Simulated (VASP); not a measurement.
## Na: single point with PBEsol

The system is Na.

```
CELL_PARAMETERS angstrom
-2.07427 2.07427 2.07427
2.07427 -2.07427 2.07427
2.07427 2.07427 -2.07427
ATOMIC_POSITIONS crystal
Na 0.00000 0.00000 0.00000
```

This cell differs from its parent crystal: volume scaled by 0.94.

```yaml
Program: VASP 6.6.1
Task: single point
Functional: PBEsol
Potentials_or_basis: VASP PAW PBE potentials, release 64 (Na_pv)
Cutoff: 520 eV
k_mesh: 12 × 12 × 12
Occupations: fermi-dirac, width 0.05 eV
Spin: no spin polarisation
```

| Item | Value |
| --- | --- |
| Pressure | 0.1 GPa |

Levels at points of the mesh, in eV from the Fermi level:
| k point | band 1 | band 2 | band 3 | band 4 | band 5 | band 6 | band 7 | band 8 |
| --- | --- | --- | --- | --- | --- | --- | --- | --- |
| (0.00, 0.00, 0.00) | -24.72 | -24.72 | -24.72 | -3.32 | 12.02 | 12.02 | 12.02 | 13.04 |
| (0.50, 0.00, 0.00) | -24.76 | -24.73 | -24.72 | 0.80 | 1.30 | 8.40 | 9.45 | 9.52 |
| (0.50, 0.50, 0.50) | -24.75 | -24.75 | -24.75 | 4.61 | 4.61 | 5.06 | 5.06 | 5.06 |

Run time: 18 s on 1 thread of AMD EPYC 7R43 64-Core Processor (Zen 3), on a shared host, peak memory 0.13 GiB.

Caveat: the PAW data sets were made with another functional, which shifts forces and pressure a little.
